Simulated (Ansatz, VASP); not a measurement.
**Na in VASP and in Ansatz**

```
CELL_PARAMETERS angstrom
3.63457 0.00000 0.00000
-1.81729 3.14763 0.00000
0.00000 0.00000 3.38806
ATOMIC_POSITIONS crystal
Na 0.00000 0.00000 0.00000
```

Alike in both runs: functional r2SCAN; k mesh 18 × 18 × 16; occupations gaussian, width 0.1 eV; no spin polarisation.

Ansatz relaxed the structure, and its values are those at the end. VASP's run is a single point on that final structure, the one shown.

|  | VASP | Ansatz |
| --- | --- | --- |
| version | VASP 6.6.1 | Ansatz 0.2.0 |
| potentials or method | VASP PAW PBE potentials, release 64 (Na_pv), cutoff 520 eV | scalar-relativistic, plane waves, PAW |
| valence electrons in the cell | 7 | 9 |

Ansatz gave:

| Quantity | Value |
| --- | --- |
| gap on the k mesh at the Fermi level (eV) | none |
| pressure (GPa) | 0.0 |

**Question.** Which values does VASP return?

**Answer.** gap on the k mesh at the Fermi level (eV): none; pressure (GPa): 0.1.

VASP's potentials were made for PBE, not for r2SCAN. A gap of «none» marks a metal or a gap that the smearing closes. VASP's potentials hold 7 valence electrons a cell and Ansatz's 9, so a difference there can come from the potentials and not from the codes.
